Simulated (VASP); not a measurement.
# ZnO (Pm-3m) in VASP: further runs

Runs on ZnO. Level: PBE. Tasks: single point.

Everything below comes from runs of VASP 6.6.1. Logs are shortened: lines on timing, memory, paths and dates and some standing lists are left out, and cuts for length are marked.

### Step 1. The cell of the first run

Symmetry: Pm-3m, No. 221, cubic system. Conventional cell: a = 2.646 Å, b = 2.646 Å, c = 2.646 Å, α = 90.00°, β = 90.00°, γ = 90.00°. Within 3.0 Å of Zn (site symmetry m-3m) lie 8 O at 2.29 Å and 6 Zn at 2.65 Å. O (site symmetry m-3m) has 8 Zn at 2.29 Å and 6 O at 2.65 Å within 3.0 Å.

### Step 2. Single point, PBE

Input file INCAR:

```
PREC     = Accurate       # precision mode
ENCUT    = 600            # plane-wave cutoff, eV
EDIFF    = 1E-6           # SCF threshold, eV
ISMEAR   = 1              # smearing method
SIGMA    = 0.5            # smearing width, eV
LREAL    = False          # projectors in reciprocal space
LASPH    = True           # aspherical terms in the spheres
NELM     = 120            # most SCF steps
ALGO     = Normal         # electronic algorithm
ISIF     = 2              # what is computed and relaxed
LWAVE    = False          # write WAVECAR
LCHARG   = False          # write CHGCAR
GGA      = PE             # functional
NBANDS   = 16             # bands
GGA_COMPAT= False
```

Input file KPOINTS:

```
Automatic mesh
0
Gamma
  6 6 6
```

Input file POSCAR:

```
ZnO
1.0
    2.6461709590      0.0000000000      0.0000000000
    0.0000000000      2.6461709590      0.0000000000
    0.0000000000      0.0000000000      2.6461709590
Zn O
1 1
Direct
    0.0000000000      0.0000000000      0.0000000000
    0.5000000000      0.5000000000      0.5000000000
```

Potentials or basis: VASP PAW PBE potentials, release 64 (Zn, O).

Launch:

```
$ cat potpaw_PBE.64/Zn/POTCAR potpaw_PBE.64/O/POTCAR > POTCAR
$ mpirun -np 1 vasp_std > vasp.out
```

OUTCAR:

```text
PREC = Accurate
   ENCUT = 600
   EDIFF = 1E-6
   ISMEAR = 1
   LREAL = False
   LASPH = True
   NELM = 120
   ISIF = 2
   GGA = PE

 ion  position               nearest neighbor table
   1  0.000  0.000  0.000-   2 2.29   2 2.29   2 2.29   2 2.29   2 2.29   2 2.29   2 2.29   2 2.29

   2  0.500  0.500  0.500-   1 2.29   1 2.29   1 2.29   1 2.29   1 2.29   1 2.29   1 2.29   1 2.29

  LATTYP: Found a simple cubic cell.
 ALAT       =     2.6461709590

  Lattice vectors:

 A1 = (   2.6461709590,   0.0000000000,   0.0000000000)
 A2 = (   0.0000000000,   2.6461709590,   0.0000000000)
 A3 = (   0.0000000000,   0.0000000000,   2.6461709590)

Analysis of symmetry for initial positions (statically):
=====================================================================
 Subroutine PRICEL returns:
 Original cell was already a primitive cell.

 Routine SETGRP: Setting up the symmetry group for a
 simple cubic supercell.

 Subroutine GETGRP returns: Found 48 space group operations
 (whereof 48 operations were pure point group operations)
 out of a pool of 48 trial point group operations.

The static configuration has the point symmetry O_h .

Analysis of symmetry for dynamics (positions and initial velocities):
=====================================================================
 Subroutine PRICEL returns:
 Original cell was already a primitive cell.

 Routine SETGRP: Setting up the symmetry group for a
 simple cubic supercell.

 Subroutine GETGRP returns: Found 48 space group operations
 (whereof 48 operations were pure point group operations)
 out of a pool of 48 trial point group operations.

The dynamic configuration has the point symmetry O_h .

 Subroutine INISYM returns: Found 48 space group operations
 (whereof 48 operations are pure point group operations),
 and found     1 'primitive' translations

----------------------------------------------------------------------------------------

                                     Primitive cell

  volume of cell :      18.5291

  direct lattice vectors                    reciprocal lattice vectors
     2.646170959  0.000000000  0.000000000     0.377904533  0.000000000  0.000000000
     0.000000000  2.646170959  0.000000000     0.000000000  0.377904533  0.000000000
     0.000000000  0.000000000  2.646170959     0.000000000  0.000000000  0.377904533

  length of vectors
     2.646170959  2.646170959  2.646170959     0.377904533  0.377904533  0.377904533

[... 74 lines left out ...]
   NELM   =    120;   NELMIN=  2; NELMDL= -5     # of ELM steps
   EDIFF  = 0.1E-05   stopping-criterion for ELM
   LREAL  =      F    real-space projection
   EDIFFG = 0.1E-04   stopping-criterion for IOM
   NSW    =      0    number of steps for IOM
   IBRION =     -1    ionic relax: 0-MD 1-quasi-New 2-CG
   NFREE  =      0    steps in history (QN), initial steepest desc. (CG)
   ISIF   =      2    stress and relaxation
   ISYM   =      2    0-nonsym 1-usesym 2-fastsym
   POTIM  = 0.5000    time-step for ionic-motion
   TEBEG  =    0.0;   TEEND  =   0.0 temperature during run
   PSTRESS=    0.0 pullay stress
   NELECT =      18.0000    total number of electrons
   NUPDOWN=      -1.0000    fix difference up-down
   EMIN   =  10.00;   EMAX   =-10.00  energy-range for DOS
   EFERMI =   0.00;   METHOD = LEGACY
   ISMEAR =     1;   SIGMA  =   0.50  broadening in eV -4-tet -1-fermi 0-gaus
   EFERMI_NEDOS =   21; number of points for ismear=-14 and -15
   IALGO  =     38    algorithm
   IMIX   =      4    mixing-type and parameters
     AMIX     =   0.40;   BMIX     =  1.00
     AMIX_MAG =   1.60;   BMIX_MAG =  1.00
  volume/ion in A,a.u.               =       9.26        62.52
  Fermi-wavevector in a.u.,A,eV,Ry     =   1.621366  3.063938 35.767379  2.628828
  Thomas-Fermi vector in A             =   2.715154
   LORBIT       =      0    0 simple, 1 ext, 2 COOP (PROOUT), +10 PAW based schemes
   GGA     = PE    functional components
   LHFCALC =     F    Hartree Fock is set to
   AEXX    =    0.0000 exact exchange contribution
   IVDW    =     0    specifies the selected vdW correction
   LEPSILON=     F    determine dielectric tensor
   LRPA    =     F    only Hartree local field effects (RPA)
 non-spin polarized calculation
 Methfessel and Paxton  Order N= 1 SIGMA  =   0.50
  energy-cutoff  :      600.00
  volume of cell :       18.53
 maximum number of plane-waves:       630
 NGX is ok and might be reduce to    24
   NGX = 11   NGY = 11   NGZ = 11

 number of electron      18.0000016 magnetization

 Free energy of the ion-electron system (eV)
  ---------------------------------------------------
  ext. energy  EPLUGINS =         0.00000000
  ---------------------------------------------------
  free energy    TOTEN  =        -7.45159007 eV

  energy without entropy =       -7.46937829  energy(sigma->0) =       -7.45751948

 E-fermi :   3.7875     XC(G=0): -12.7724

 val. band max:        3.5780496213   @ k =   0.5000   0.0000   0.0000
 cond. band min:       5.0618755705   @ k =   0.1667   0.0000   0.0000
 fundamental gap:      1.4838259491
 Fermi energy:         3.7874756480

 k-point     1 :       0.0000    0.0000    0.0000
  band No.  band energies     occupation
      1     -15.2766      2.00000
      2      -2.9696      2.00000
      3      -2.9696      2.00000
      4      -1.7697      2.00000
      5      -1.7697      2.00000
      6      -1.7697      2.00000
[... 357 lines left out ...]
      3      -3.7533      2.00000
      4      -3.7533      2.00000
      5      -1.4778      2.00000
      6      -1.4778      2.00000
[... 8 lines left out ...]
     15      24.9168      0.00000
     16      24.9168      0.00000

------------------------ aborting loop because EDIFF is reached ----------------------------------------

  FORCE on cell =-STRESS in cart. coord.  units (eV):
  Direction    XX          YY          ZZ          XY          YZ          ZX
  --------------------------------------------------------------------------------------
  -------------------------------------------------------------------------------------
  Total        1.0562404      1.0562404      1.0562404      0.0000000      0.0000000      0.0000000
  in kB       91.3313068     91.3313068     91.3313068      0.0000000      0.0000000      0.0000000
  external PRESSURE =      91.3313068 kB  Pullay stress =       0.0000000 kB

 VOLUME and BASIS-vectors are now :
 -----------------------------------------------------------------------------
  energy-cutoff  :      600.00
  volume of cell :       18.53
      direct lattice vectors                 reciprocal lattice vectors
     2.646170959  0.000000000  0.000000000     0.377904533  0.000000000  0.000000000
     0.000000000  2.646170959  0.000000000     0.000000000  0.377904533  0.000000000
     0.000000000  0.000000000  2.646170959     0.000000000  0.000000000  0.377904533

 POSITION                                       TOTAL-FORCE (eV/Angst)
 -----------------------------------------------------------------------------------
      0.00000      0.00000      0.00000         0.000000      0.000000      0.000000
      1.32309      1.32309      1.32309         0.000000      0.000000      0.000000
 -----------------------------------------------------------------------------------
    total drift:                                0.000000      0.000000     -0.000000

  FREE ENERGIE OF THE ION-ELECTRON SYSTEM (eV)
  ---------------------------------------------------
  free  energy   TOTEN  =        -7.4515900727 eV

  energy  without entropy=       -7.4693782878  energy(sigma->0) =       -7.45751948
```

OSZICAR:

```text
N       E                     dE             d eps       ncg     rms          rms(c)
DAV:   1     0.953540092990E+02    0.95354E+02   -0.10874E+04   696   0.198E+03
DAV:   2    -0.482407308391E+01   -0.10018E+03   -0.89368E+02   744   0.316E+02
DAV:   3    -0.918810191401E+01   -0.43640E+01   -0.43394E+01   696   0.663E+01
DAV:   4    -0.920647334228E+01   -0.18371E-01   -0.18370E-01   736   0.422E+00
DAV:   5    -0.920652378748E+01   -0.50445E-04   -0.50445E-04   736   0.212E-01    0.866E+00
DAV:   6    -0.750728015165E+01    0.16992E+01   -0.29634E+00   856   0.623E+01    0.617E+00
DAV:   7    -0.748171431923E+01    0.25566E-01   -0.57529E-01   656   0.119E+01    0.320E+00
DAV:   8    -0.745438177472E+01    0.27333E-01   -0.77015E-02   664   0.251E+00    0.638E-01
DAV:   9    -0.745155290472E+01    0.28289E-02   -0.34961E-03   888   0.118E+00    0.963E-02
DAV:  10    -0.745157754639E+01   -0.24642E-04   -0.72235E-04   704   0.235E-01    0.531E-02
DAV:  11    -0.745159102847E+01   -0.13482E-04   -0.23304E-05   744   0.522E-02    0.577E-03
DAV:  12    -0.745159007274E+01    0.95574E-06   -0.14546E-06   544   0.147E-02
   1 F= -.74515901E+01 E0= -.74575195E+01  d E =0.177882E-01
```

stdout:

```text
POSCAR found type information on POSCAR ZnO
 POSCAR found :  2 types and       2 ions
 scaLAPACK will be used
 LDA part: xc-table for (Slater+PW92), standard interpolation
 POSCAR, INCAR and KPOINTS ok, starting setup
 FFT: planning ... GRIDC
 FFT: planning ... GRID_SOFT
 FFT: planning ... GRID
 WAVECAR not read
 entering main loop
```

It used 13 s of CPU time on 1 thread of AMD EPYC 7R13 Processor (Zen 3) (shared host).

Results:

```
Free energy            : -7.4516 eV
Pressure               : 9.1 GPa
Band gap on the k mesh : zero (band 9 reaches 3.58 eV, above the bottom of band 10 at 2.98 eV)
```

Levels at points of the mesh, in eV from the Fermi level:
| k point | band 7 | band 8 | band 9 | band 10 | band 11 | band 12 |
| --- | --- | --- | --- | --- | --- | --- |
| (0.00, 0.00, 0.00) | -1.51 | -1.51 | -1.51 | -0.81 | 14.16 | 14.16 |
| (0.50, 0.00, 0.00) | -4.72 | -0.21 | -0.21 | 5.09 | 6.64 | 15.83 |
| (0.50, 0.50, 0.00) | -5.35 | -5.28 | -0.40 | 2.57 | 10.21 | 10.21 |
| (0.50, 0.50, 0.50) | -1.61 | -1.61 | -1.61 | 5.34 | 5.34 | 5.34 |

Caveat: the k points lie up to 0.40 Å⁻¹ apart.

[end of part 1 of 2]
